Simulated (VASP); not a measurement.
Te: single point with PBEsol

Crystal: Te.

```xyz
4
Lattice="3.8527 0.0000 0.0000 -1.9263 3.3365 0.0000 0.0000 0.0000 8.2112" Properties=species:S:1:pos:R:3 pbc="T T T"
Te    3.8527    0.0000    0.0000
Te    3.8527    0.0000    4.1056
Te    0.0000    2.2243    2.0528
Te    1.9263    1.1122    6.1584
```

This isn't the form of Te at room conditions, which is trigonal, of chains.

```json
{
  "Program": "VASP 6.6.1",
  "Task": "single point",
  "Functional": "PBEsol",
  "Potentials or basis": "VASP PAW PBE potentials, release 64 (Te)",
  "Cutoff": "520 eV",
  "k mesh": "10 × 10 × 4",
  "Occupations": "fermi-dirac, width 0.1 eV",
  "Spin": "no spin polarisation"
}
```

```
Pressure               : 10.1 GPa
Band gap on the k mesh : zero (bands 12 and 13 overlap by 2.64 eV)
```

Stress tensor (GPa, compression positive):
```
 8.52  0.00  0.00
 0.00  8.52  0.00
 0.00  0.00 13.39
```

Levels at points of the mesh, in eV from the Fermi level:
```tsv
k point	band 10	band 11	band 12	band 13	band 14	band 15
(0.00, 0.00, 0.00)	-0.52	-0.52	-0.41	0.13	1.30	1.30
(0.50, 0.00, 0.00)	-2.36	-2.21	-1.86	-1.79	1.67	2.13
(0.00, 0.00, 0.50)	-1.81	0.57	0.57	0.57	0.57	2.04
(0.50, 0.00, 0.50)	-3.54	0.06	0.06	0.77	0.77	1.14
```

Wall time 37 s on 1 thread of Intel(R) Xeon(R) 6975P-C (Granite Rapids), on a shared host, peak memory 0.25 GiB.

Caveat: the cell stands under pressure; the PAW data sets were made with another functional, which shifts forces and pressure a little; spin-orbit coupling is left out, which moves the levels of the heavy elements.
